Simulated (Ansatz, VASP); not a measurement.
# CaMg: VASP beside Ansatz

```
CELL_PARAMETERS angstrom
3.72532 0.00000 0.00000
0.00000 3.72532 0.00000
0.00000 0.00000 3.86162
ATOMIC_POSITIONS crystal
Ca 0.00000 0.00000 0.50000
Mg 0.50000 0.50000 0.00000
```

Change from the starting cell: strain -0.0750 x Voigt [1, 1, 0, 0, 0, 0], atoms carried along.

Alike in both runs: task single point; functional LDA; k mesh 12 × 12 × 12; occupations gaussian, width 0.15 eV; no spin polarisation.

```csv
,VASP,Ansatz
version,VASP 6.6.1,Ansatz 0.2.0
potentials or method,"VASP PAW LDA potentials, release 64 (Ca_sv, Mg), cutoff 520 eV","scalar-relativistic, plane waves, PAW"
valence electrons in the cell,12,20
```

|  | VASP | Ansatz | Ansatz less VASP |
| --- | --- | --- | --- |
| gap on the k mesh at the Fermi level (eV) | none | none | - |
| pressure (GPa) | 2.2 | 2.3 | +0.11 |
| traceless stress, the component that is largest in VASP (GPa) | -0.19 | -0.19 | +0.001 |

LDA's correlation is that of Perdew and Zunger in VASP and of Perdew and Wang (1992) in Ansatz. A gap of «none» marks a metal or a gap that the smearing closes. VASP's potentials hold 12 valence electrons a cell and Ansatz's 20, so a difference there can come from the potentials and not from the codes.
